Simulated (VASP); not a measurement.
Write the native input for VASP 6.6.1 that does the following.

- Task: density of states
- Functional: PBE
- Potentials or basis: VASP PAW PBE potentials, release 64 (Ga_d)
- Cutoff: 520 eV
- k mesh: 11 × 11 × 11
- Occupations: fermi-dirac, width 0.05 eV
- Spin: no spin polarisation
- Dipole correction: no
- k mesh for the DOS: 17 × 17 × 17
- Occupations for the DOS: tetrahedron
- Further INCAR settings: ALGO = Normal; EDIFF = 1e-06

Crystal: Ga.

```
Ga
1.0
     0.00000    2.93961    2.93961
     2.93961    0.00000    2.93961
     2.93961    2.93961    0.00000
Ga
2
Direct
  0.87500 0.87500 0.87500
  0.12500 0.12500 0.12500
```

These files were run (other wordings do the same):

POSCAR

```
Ga
1.0
    0.0000000000      2.9396115739      2.9396115739
    2.9396115739      0.0000000000      2.9396115739
    2.9396115739      2.9396115739      0.0000000000
Ga
2
Direct
   -0.1250000000     -0.1250000000     -0.1250000000
    0.1250000000      0.1250000000      0.1250000000
```

INCAR.step1

```
ALGO = Normal
EDIFF = 1E-6
ENCUT = 520
GGA = PE
ISIF = 2
ISMEAR = -1
LASPH = True
LCHARG = True
LREAL = False
LWAVE = False
NBANDS = 20
NELM = 80
PREC = Accurate
SIGMA = 0.05
```

KPOINTS.step1

```
k-points
0
Gamma
  11 11 11
```

INCAR.step2

```
ALGO = Normal
EDIFF = 1E-6
ENCUT = 520
GGA = PE
ICHARG = 11
ISIF = 2
ISMEAR = -5
LASPH = True
LCHARG = False
LORBIT = 10
LREAL = False
LWAVE = False
NEDOS = 2001
NELM = 80
PREC = Accurate
SIGMA = 0.05
```

KPOINTS.step2

```
k-points
0
Gamma
  17 17 17
```

Potentials or basis: VASP PAW PBE potentials, release 64 (Ga_d).

Launch:

```sh
$ cat potpaw_PBE.64/Ga_d/POTCAR > POTCAR
$ cp INCAR.step1 INCAR
$ cp KPOINTS.step1 KPOINTS
$ mpirun -np 1 vasp_std > vasp.out
$ cp INCAR.step2 INCAR
$ cp KPOINTS.step2 KPOINTS
$ mpirun -np 1 vasp_std > vasp.out
```

It gave:

* Valence electrons inside the program's atomic spheres: Ga 11.60

Run time: 35 s on 1 thread of Intel(R) Xeon(R) 6975P-C (Granite Rapids), on a shared host, peak memory 0.25 GiB.
